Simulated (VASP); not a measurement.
# Hf (P6_3/mmc) in VASP: further runs

Hf is run at these levels: BLYP; tasks: single point.

All numbers are computed with VASP 6.6.1; they aren't measurements. Logs are shortened: lines on timing, memory, paths and dates and some standing lists are left out, and cuts for length are marked.

### 1 The cell of the first run

Symmetry: P6_3/mmc, No. 194, hexagonal system. Conventional cell: a = 3.316 Å, b = 3.316 Å, c = 5.248 Å, α = 90.00°, β = 90.00°, γ = 120.00°. Within 4.3 Å of Hf (site symmetry -6m2) lie 12 Hf at 3.25 to 3.32 Å.

### 2 Single point, BLYP (volume scaled by 1.08)

Input file INCAR:

```
AGGAC = 1.0
AGGAX = 1.0
ALDAC = 0.0
ALDAX = 1.0
ALGO = Normal
EDIFF = 1E-6
ENCUT = 520
GGA = B5
ISIF = 2
ISMEAR = -1
LASPH = T
LCHARG = F
LREAL = F
LWAVE = F
NBANDS = 17
NELM = 60
PREC = Accurate
SIGMA = 0.1
```

Input file KPOINTS:

```
k-points
0
Gamma
  18 18 10
```

Input file POSCAR:

```
Hf
1.0
    3.3162723694      0.0000000000      0.0000000000
   -1.6581361847      2.8719761178      0.0000000000
    0.0000000000      0.0000000000      5.2478704007
Hf
2
Direct
    0.3333333333      0.6666666667      0.2500000000
    0.6666666667      0.3333333333      0.7500000000
```

Potentials or basis: VASP PAW PBE potentials, release 64 (Hf_pv).

Run with:

```bash
cat potpaw_PBE.64/Hf_pv/POTCAR > POTCAR
mpirun -np 1 vasp_std > vasp.out
```

OUTCAR:

```text
EDIFF = 1E-6
   ENCUT = 520
   GGA = B5
   ISIF = 2
   ISMEAR = -1
   LASPH = T
   LREAL = F
   NELM = 60
   PREC = Accurate

 ion  position               nearest neighbor table
   1  0.333  0.667  0.250-   2 3.25   2 3.25   2 3.25   2 3.25   2 3.25   2 3.25
   2  0.667  0.333  0.750-   1 3.25   1 3.25   1 3.25   1 3.25   1 3.25   1 3.25

  LATTYP: Found a hexagonal cell.
 ALAT       =     3.3162723694
 C/A-ratio  =     1.5824606112

  Lattice vectors:

 A1 = (   3.3162723694,   0.0000000000,   0.0000000000)
 A2 = (  -1.6581361847,   2.8719761178,   0.0000000000)
 A3 = (   0.0000000000,   0.0000000000,   5.2478704007)

Analysis of symmetry for initial positions (statically):
=====================================================================
 Subroutine PRICEL returns:
 Original cell was already a primitive cell.

 Routine SETGRP: Setting up the symmetry group for a
 hexagonal supercell.

 Subroutine GETGRP returns: Found 24 space group operations
 (whereof 12 operations were pure point group operations)
 out of a pool of 24 trial point group operations.

The static configuration has the point symmetry D_3d.
 The point group associated with its full space group is D_6h.

Analysis of symmetry for dynamics (positions and initial velocities):
=====================================================================
 Subroutine PRICEL returns:
 Original cell was already a primitive cell.

 Routine SETGRP: Setting up the symmetry group for a
 hexagonal supercell.

 Subroutine GETGRP returns: Found 24 space group operations
 (whereof 12 operations were pure point group operations)
 out of a pool of 24 trial point group operations.

The dynamic configuration has the point symmetry D_3d.
 The point group associated with its full space group is D_6h.

 Subroutine INISYM returns: Found 24 space group operations
 (whereof 12 operations are pure point group operations),
 and found     1 'primitive' translations

----------------------------------------------------------------------------------------

                                     Primitive cell

  volume of cell :      49.9821

  direct lattice vectors                    reciprocal lattice vectors
     3.316272369  0.000000000  0.000000000     0.301543386  0.174096155  0.000000000
    -1.658136185  2.871976118  0.000000000     0.000000000  0.348192310  0.000000000
     0.000000000  0.000000000  5.247870401     0.000000000  0.000000000  0.190553486

  length of vectors
     3.316272369  3.316272369  5.247870401     0.348192310  0.348192310  0.190553486

  position of ions in fractional coordinates (direct lattice)
     0.333333333  0.666666667  0.250000000
     0.666666667  0.333333333  0.750000000

  ion indices of the primitive-cell ions
   primitive index   ion index
                 1           1
                 2           2

----------------------------------------------------------------------------------------

 KPOINTS: k-points

Automatic generation of k-mesh.
 Grid dimensions read from file:
 generate k-points for:   18   18   10

 Generating k-lattice:

  Cartesian coordinates                     Fractional coordinates (reciprocal lattice)
     0.016752410  0.009672009  0.000000000     0.055555556  0.000000000  0.000000000
     0.000000000  0.019344017  0.000000000     0.000000000  0.055555556  0.000000000
     0.000000000  0.000000000  0.019055349     0.000000000  0.000000000  0.100000000

  Length of vectors
     0.019344017  0.019344017  0.019055349

  Shift w.r.t. Gamma in fractional coordinates (k-lattice)
     0.000000000  0.000000000  0.000000000

 Subroutine IBZKPT returns following result:
 ===========================================

 Found    222 irreducible k-points:

 Following reciprocal coordinates:
            Coordinates               Weight
  0.000000  0.000000  0.000000      1.000000
  0.055556 -0.000000  0.000000      6.000000
  0.111111 -0.000000  0.000000      6.000000
  0.166667  0.000000  0.000000      6.000000
  0.222222 -0.000000  0.000000      6.000000
  0.277778  0.000000  0.000000      6.000000
[... 16 lines left out ...]
  0.333333  0.111111  0.000000     12.000000
  0.388889  0.111111  0.000000     12.000000
 [... further k-points ...]
   k-points           NKPTS =    222   k-points in BZ     NKDIM =    222   number of bands    NBANDS=     17
   number of dos      NEDOS =    301   number of ions     NIONS =      2
   total plane-waves  NPLWV =  31360
   dimension x,y,z NGX =    28 NGY =   28 NGZ =   40
   dimension x,y,z NGXF=    56 NGYF=   56 NGZF=   80
   ions per type =               2
   NGX,Y,Z   is equivalent  to a cutoff of  14.04, 14.04, 12.67 a.u.
   NGXF,Y,Z  is equivalent  to a cutoff of  28.07, 28.07, 25.34 a.u.
 SYSTEM =  unknown system
   PREC   = accura    normal or accurate (medium, high low for compatibility)
   ISTART =      0    job   : 0-new  1-cont  2-samecut
   ICHARG =      2    charge: 1-file 2-atom 10-const
   ISPIN  =      1    spin polarized calculation?
   LNONCOLLINEAR =      F non collinear calculations
   LSORBIT =      F    spin-orbit coupling
   LASPH  =      T    aspherical Exc in radial PAW
   ENCUT  =  520.0 eV  38.22 Ry    6.18 a.u.   6.17  6.17  9.76*2*pi/ulx,y,z
   NELM   =     60;   NELMIN=  2; NELMDL= -5     # of ELM steps
   EDIFF  = 0.1E-05   stopping-criterion for ELM
   LREAL  =      F    real-space projection
   EDIFFG = 0.1E-04   stopping-criterion for IOM
   NSW    =      0    number of steps for IOM
   IBRION =     -1    ionic relax: 0-MD 1-quasi-New 2-CG
   NFREE  =      0    steps in history (QN), initial steepest desc. (CG)
   ISIF   =      2    stress and relaxation
   ISYM   =      2    0-nonsym 1-usesym 2-fastsym
   POTIM  = 0.5000    time-step for ionic-motion
   TEBEG  =    0.0;   TEEND  =   0.0 temperature during run
   PSTRESS=    0.0 pullay stress
   NELECT =      20.0000    total number of electrons
   NUPDOWN=      -1.0000    fix difference up-down
   EMIN   =  10.00;   EMAX   =-10.00  energy-range for DOS
   EFERMI =   0.00;   METHOD = LEGACY
   ISMEAR =    -1;   SIGMA  =   0.10  broadening in eV -4-tet -1-fermi 0-gaus
   EFERMI_NEDOS =   21; number of points for ismear=-14 and -15
   IALGO  =     38    algorithm
   IMIX   =      4    mixing-type and parameters
     AMIX     =   0.40;   BMIX     =  1.00
     AMIX_MAG =   1.60;   BMIX_MAG =  1.00
  volume/ion in A,a.u.               =      24.99       168.65
  Fermi-wavevector in a.u.,A,eV,Ry     =   1.206369  2.279707 19.800910  1.455326
  Thomas-Fermi vector in A             =   2.342038
   LORBIT       =      0    0 simple, 1 ext, 2 COOP (PROOUT), +10 PAW based schemes
   GGA     = B5    functional components
   LHFCALC =     F    Hartree Fock is set to
   AEXX    =    0.0000 exact exchange contribution
   IVDW    =     0    specifies the selected vdW correction
   LEPSILON=     F    determine dielectric tensor
   LRPA    =     F    only Hartree local field effects (RPA)
 non-spin polarized calculation
  energy-cutoff  :      520.00
  volume of cell :       49.98
 maximum number of plane-waves:      1387
 NGX is ok and might be reduce to    28
   NGX = 13   NGY = 13   NGZ = 19

 number of electron      19.9999999 magnetization

 Free energy of the ion-electron system (eV)
  ---------------------------------------------------
  ext. energy  EPLUGINS =         0.00000000
  ---------------------------------------------------
  free energy    TOTEN  =       -17.18609044 eV

  energy without entropy =      -17.12128076  energy(sigma->0) =      -17.15368560

 E-fermi :   4.6723     XC(G=0): -10.2234

 val. band max:        4.6583073766   @ k =   0.0000   0.0000   0.3000
 cond. band min:       4.6750912586   @ k =   0.3889   0.2222   0.3000
 fundamental gap:      0.0167838820
 Fermi energy:         4.6723154322

 k-point     1 :       0.0000    0.0000    0.0000
  band No.  band energies     occupation
      1     -26.4259      2.00000
      2     -25.9102      2.00000
      3     -25.9102      2.00000
      4     -25.8234      2.00000
      5     -25.8192      2.00000
      6     -25.8192      2.00000
[... 9 lines left out ...]
     16       6.9614      0.00000
     17       9.2854      0.00000

 k-point     2 :       0.0556   -0.0000    0.0000
  band No.  band energies     occupation
      1     -26.4204      2.00000
      2     -25.9219      2.00000
      3     -25.9142      2.00000
      4     -25.8316      2.00000
      5     -25.8260      2.00000
      6     -25.8209      2.00000
[... 9 lines left out ...]
     16       6.8856      0.00000
     17       9.3443      0.00000

 k-point     3 :       0.1111   -0.0000    0.0000
  band No.  band energies     occupation
      1     -26.4040      2.00000
      2     -25.9555      2.00000
      3     -25.9255      2.00000
      4     -25.8669      2.00000
      5     -25.8339      2.00000
      6     -25.8258      2.00000
[... 9 lines left out ...]
     16       6.6979      0.00000
     17       9.4879      0.00000

 k-point     4 :       0.1667    0.0000    0.0000
  band No.  band energies     occupation
      1     -26.3779      2.00000
      2     -26.0072      2.00000
      3     -25.9424      2.00000
      4     -25.9200      2.00000
      5     -25.8469      2.00000
      6     -25.8337      2.00000
[... 9 lines left out ...]
     16       7.0455      0.00000
     17       9.6636      0.00000

 k-point     5 :       0.2222   -0.0000    0.0000
  band No.  band energies     occupation
      1     -26.3436      2.00000
      2     -26.0707      2.00000
      3     -25.9836      2.00000
      4     -25.9625      2.00000
      5     -25.8651      2.00000
      6     -25.8438      2.00000
[... 9 lines left out ...]
     16       7.5108      0.00000
     17       9.8289      0.00000

 k-point     6 :       0.2778    0.0000    0.0000
  band No.  band energies     occupation
      1     -26.3035      2.00000
      2     -26.1385      2.00000
      3     -26.0496      2.00000
      4     -25.9835      2.00000
      5     -25.8880      2.00000
      6     -25.8550      2.00000
[... 9 lines left out ...]
     16       8.0674      0.00000
     17       9.9632      0.00000

 k-point     7 :       0.3333   -0.0000    0.0000
  band No.  band energies     occupation
      1     -26.2606      2.00000
      2     -26.2021      2.00000
      3     -26.1101      2.00000
      4     -26.0028      2.00000
      5     -25.9147      2.00000
      6     -25.8658      2.00000
[... 9 lines left out ...]
     16       8.6748      0.00000
     17      10.0609      0.00000

 k-point     8 :       0.3889   -0.0000    0.0000
  band No.  band energies     occupation
      1     -26.2539      2.00000
      2     -26.2193      2.00000
      3     -26.1584      2.00000
      4     -26.0182      2.00000
      5     -25.9429      2.00000
      6     -25.8747      2.00000
[... 9 lines left out ...]
     16       9.2800      0.00000
     17      10.1246      0.00000
[... 203 lines left out ...]
      1     -26.3628      2.00000
      2     -26.0233      2.00000
      3     -25.9864      2.00000
      4     -25.9180      2.00000
      5     -25.8547      2.00000
      6     -25.8469      2.00000
[... 9 lines left out ...]
     16       7.3654      0.00000
     17       9.6654      0.00000

 k-point    20 :       0.1667    0.1111    0.0000
  band No.  band energies     occupation
      1     -26.3295      2.00000
      2     -26.0750      2.00000
      3     -26.0372      2.00000
      4     -25.9472      2.00000
      5     -25.8729      2.00000
      6     -25.8628      2.00000
[... 9 lines left out ...]
     16       7.8964      0.00000
     17       9.7607      0.00000

 k-point    21 :       0.2222    0.1111    0.0000
  band No.  band energies     occupation
      1     -26.2903      2.00000
      2     -26.1359      2.00000
      3     -26.0844      2.00000
      4     -25.9793      2.00000
      5     -25.8959      2.00000
      6     -25.8783      2.00000
[... 9 lines left out ...]
     16       8.5106      0.00000
     17       9.8462      0.00000

 k-point    22 :       0.2778    0.1111    0.0000
  band No.  band energies     occupation
      1     -26.2482      2.00000
      2     -26.1952      2.00000
      3     -26.1257      2.00000
      4     -26.0099      2.00000
      5     -25.9228      2.00000
      6     -25.8923      2.00000
[... 9 lines left out ...]
     16       9.1760      0.00000
     17       9.9115      0.00000

 k-point    23 :       0.3333    0.1111    0.0000
  band No.  band energies     occupation
      1     -26.2437      2.00000
      2     -26.2071      2.00000
      3     -26.1587      2.00000
      4     -26.0345      2.00000
      5     -25.9515      2.00000
      6     -25.9035      2.00000
[... 9 lines left out ...]
     16       9.8485      0.00000
     17       9.9544      0.00000

 k-point    24 :       0.3889    0.1111    0.0000
  band No.  band energies     occupation
      1     -26.2752      2.00000
      2     -26.1802      2.00000
      3     -26.1739      2.00000
      4     -26.0504      2.00000
      5     -25.9766      2.00000
      6     -25.9108      2.00000
[... 9 lines left out ...]
     16       9.9776      0.00000
     17      10.4209      0.00000

 [... further k-points ...]
[... 5 lines left out ...]
  --------------------------------------------------------------------------------------
  -------------------------------------------------------------------------------------
  Total       -2.1131206     -2.1131206     -2.2134472      0.0000000      0.0000000     -0.0000000
  in kB      -67.7361883    -67.7361883    -70.9521609      0.0000000      0.0000000     -0.0000000
  external PRESSURE =     -68.8081792 kB  Pullay stress =       0.0000000 kB

 VOLUME and BASIS-vectors are now :
 -----------------------------------------------------------------------------
  energy-cutoff  :      520.00
  volume of cell :       49.98
      direct lattice vectors                 reciprocal lattice vectors
     3.316272369  0.000000000  0.000000000     0.301543386  0.174096155  0.000000000
    -1.658136185  2.871976118  0.000000000     0.000000000  0.348192310  0.000000000
     0.000000000  0.000000000  5.247870401     0.000000000  0.000000000  0.190553486

 POSITION                                       TOTAL-FORCE (eV/Angst)
 -----------------------------------------------------------------------------------
     -0.00000      1.91465      1.31197         0.000000     -0.000000      0.000000
      1.65814      0.95733      3.93590        -0.000000      0.000000      0.000000
 -----------------------------------------------------------------------------------
    total drift:                                0.000000     -0.000000      0.000000

  FREE ENERGIE OF THE ION-ELECTRON SYSTEM (eV)
  ---------------------------------------------------
  free  energy   TOTEN  =       -17.1860904406 eV

  energy  without entropy=      -17.1212807555  energy(sigma->0) =      -17.15368560
```

Wall time 2.4 min (1 thread of Intel Xeon 6975P-C, shared host); peak memory 0.3 GiB.

Results:

| Quantity | Value |
| --- | --- |
| Free energy | -17.1861 eV |
| Pressure | -6.9 GPa |
| Band gap on the k mesh | zero (band 10 reaches 5.73 eV, above the bottom of band 11 at 4.24 eV) |

Stress tensor (GPa, compression positive):
```
-6.77  0.00  0.00
 0.00 -6.77  0.00
 0.00  0.00 -7.10
```

Levels at points of the mesh, in eV from the Fermi level:
```
           k point  band 8  band 9  band 10  band 11  band 12  band 13
(0.00, 0.00, 0.00)   -3.36    0.55     1.05     1.05     1.28     1.74
(0.50, 0.00, 0.00)   -2.36   -1.88    -0.79     0.72     0.76     1.47
(0.00, 0.00, 0.50)   -5.07    0.15     0.15     0.95     0.95     0.95
(0.50, 0.00, 0.50)   -3.03   -0.85    -0.85     1.03     1.03     2.33
```

Caveat: the PAW data sets were made with another functional, which shifts forces and pressure a little; spin-orbit coupling is left out, which moves the levels of the heavy elements.

### 3 Single point, BLYP (volume scaled by 1.12)

Input file INCAR:

```
SYSTEM = Hf
PREC = Accurate ; ENCUT = 520
EDIFF = 1E-6 ; ISMEAR = -1
SIGMA = 0.1 ; LREAL = .False.
LASPH = .True. ; NELM = 60
ALGO = Normal ; ISIF = 2
LWAVE = .False. ; LCHARG = .False.
GGA = B5 ; ALDAX = 1.0
AGGAX = 1.0 ; AGGAC = 1.0
ALDAC = 0.0 ; NBANDS = 17
```

Input file KPOINTS:

```
Automatic mesh
0
Gamma
  18 18 10
  0 0 0
```

Input file POSCAR:

```
Hf
1.0
    3.3567187016      0.0000000000      0.0000000000
   -1.6783593508      2.9070036689      0.0000000000
    0.0000000000      0.0000000000      5.3118751282
Hf
2
Direct
    0.3333333333      0.6666666667      0.2500000000
    0.6666666667      0.3333333333      0.7500000000
```

Potentials or basis: VASP PAW PBE potentials, release 64 (Hf_pv).

Run with:

```bash
cat potpaw_PBE.64/Hf_pv/POTCAR > POTCAR
mpirun -np 1 vasp_std > vasp.out
```

Run time: 2.3 min. Hardware: 1 thread of Intel Xeon 6975P-C, shared host; peak memory 0.3 GiB.

Results (log left out):

| Property | Result |
| --- | --- |
| Free energy | -17.0913 eV |
| Pressure | -9.5 GPa |
| Band gap on the k mesh | zero (band 10 reaches 5.47 eV, above the bottom of band 11 at 3.99 eV) |

Stress tensor (GPa, compression positive):
```
-9.32  0.00  0.00
 0.00 -9.32  0.00
 0.00  0.00 -9.73
```

Levels at points of the mesh, in eV from the Fermi level:
| k point | band 8 | band 9 | band 10 | band 11 | band 12 | band 13 |
| --- | --- | --- | --- | --- | --- | --- |
| (0.00, 0.00, 0.00) | -3.26 | 0.46 | 1.03 | 1.03 | 1.25 | 1.68 |
| (0.50, 0.00, 0.00) | -2.25 | -1.78 | -0.83 | 0.72 | 0.72 | 1.41 |
| (0.00, 0.00, 0.50) | -5.00 | 0.16 | 0.16 | 0.93 | 0.93 | 0.93 |
| (0.50, 0.00, 0.50) | -2.93 | -0.80 | -0.80 | 0.95 | 0.95 | 2.24 |

Caveat: the PAW data sets were made with another functional, which shifts forces and pressure a little; spin-orbit coupling is left out, which moves the levels of the heavy elements.
